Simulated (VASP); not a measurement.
GaAs, 2 atoms in the cell. It takes space group F-43m (No. 216, cubic). The conventional cell has a = 5.458 Å, b = 5.458 Å, c = 5.458 Å, α = 90.00°, β = 90.00°, γ = 90.00°. Ga (site symmetry -43m) has 4 As at 2.36 Å within 3.1 Å. Within 3.1 Å of As (site symmetry -43m) lie 4 Ga at 2.36 Å. 

* Program: VASP 6.6.1
* Task: vibrations by perturbation theory
* Functional: LDA
* Potentials or basis: VASP PAW LDA potentials, release 64 (Ga_d, As)
* Cutoff: 500 eV
* k mesh: 8 × 8 × 8
* Occupations: gaussian, width 0.01 eV
* Spin: no spin polarisation
* Dipole correction: no
* Further INCAR settings: ALGO = Normal; EDIFF = 1e-08; IBRION = 8; NSW = 1

Potentials or basis: VASP PAW LDA potentials, release 64 (Ga_d, As).

Command:

```bash
$ cat potpaw_LDA.64/Ga_d/POTCAR potpaw_LDA.64/As/POTCAR > POTCAR
$ mpirun -np 1 vasp_std > vasp.out
```

Hardware: 1 thread of Intel(R) Xeon(R) Platinum 8259CL CPU @ 2.50GHz (Skylake/Cascade Lake), with other jobs on the host.

Q: Estimate the wall time of this run.

A: Wall time 2.1 min on 1 thread of Intel(R) Xeon(R) Platinum 8259CL CPU @ 2.50GHz (Skylake/Cascade Lake), with other jobs on the host, peak memory 0.25 GiB. Counts: scf iterations 41, k points 29.
